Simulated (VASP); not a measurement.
Wanted: the native input for a VASP 6.6.1 run.

| Item | Value |
| --- | --- |
| Task | relaxation of cell and atoms |
| Functional | PBE |
| Potentials or basis | VASP PAW PBE potentials, release 64 (B, As) |
| Cutoff | 600 eV |
| k mesh | 9 × 9 × 9 |
| Occupations | gaussian, width 0.01 eV |
| Spin | no spin polarisation |
| Dipole correction | no |
| Further INCAR settings | ALGO = Normal; EDIFF = 1e-06; IBRION = 2; EDIFFG = -0.01; NSW = 80; ISIF = 3 |

The structure of BAs lies in POSCAR:

```
BAs
1.0
    0.0000000000      2.3885000000      2.3885000000
    2.3885000000      0.0000000000      2.3885000000
    2.3885000000      2.3885000000      0.0000000000
B As
1 1
Direct
    0.0000000000      0.0000000000      0.0000000000
    0.2500000000      0.2500000000      0.2500000000
```

One way to write it, as run:

INCAR

```
ALGO = Normal
EDIFF = 1E-6
EDIFFG = -0.01
ENCUT = 600
GGA = PE
IBRION = 2
ISIF = 3
ISMEAR = 0
LASPH = T
LCHARG = F
LREAL = F
LWAVE = F
NELM = 100
NSW = 80
PREC = Accurate
SIGMA = 0.01
```

KPOINTS

```
k-points
0
Gamma
  9 9 9
```

Potentials or basis: VASP PAW PBE potentials, release 64 (B, As).

The run is started by

```sh
$ cat potpaw_PBE.64/B/POTCAR potpaw_PBE.64/As/POTCAR > POTCAR
$ mpirun -np 1 vasp_std > vasp.out
```

It gave:

| Quantity | Value |
| --- | --- |
| Relaxed volume | 13.97 Å³/atom |
| Relaxed cell | a = 3.406 Å, b = 3.406 Å, c = 3.406 Å, α = 60.00°, β = 60.00°, γ = 60.00° |
| Space group after relaxing (to 0.05 Å) | F-43m (No. 216) |
| Energy gained by relaxing | 3.5 meV/atom |
| Ionic steps | 3 |
| Pressure after relaxing | 0.0 GPa |
| Band gap on the k mesh | 1.25 eV, indirect (least direct gap 3.25 eV) |

Run time: 40 s on 1 thread of Intel Xeon 8259CL, with other jobs on the host, peak memory 0.17 GiB.
